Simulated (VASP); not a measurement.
Input of a VASP 6.6.1 run:

INCAR

```
ALGO = Normal
EDIFF = 1E-6
ENCUT = 520
GGA = PE
ISIF = 2
ISMEAR = -1
LASPH = T
LCHARG = T
LELF = T
LREAL = F
LVHAR = T
LWAVE = F
NBANDS = 14
NELM = 80
PREC = Accurate
SIGMA = 0.1
```

Contents of KPOINTS:

```
k-points
0
Gamma
  7 7 7
```

POSCAR

```
Rh
1.0
   -1.5362030895      1.5362030895      1.5362030895
    1.5362030895     -1.5362030895      1.5362030895
    1.5362030895      1.5362030895     -1.5362030895
Rh
1
Direct
    0.0000000000      0.0000000000      0.0000000000
```

Potentials or basis: VASP PAW PBE potentials, release 64 (Rh_pv).

Run with:

```console
$ cat potpaw_PBE.64/Rh_pv/POTCAR > POTCAR
$ mpirun -np 1 vasp_std > vasp.out
```

**Question.** What does it give for the pressure?

**Answer.** -0.6 GPa.

Caveat: the k points lie up to 0.41 Å⁻¹ apart.
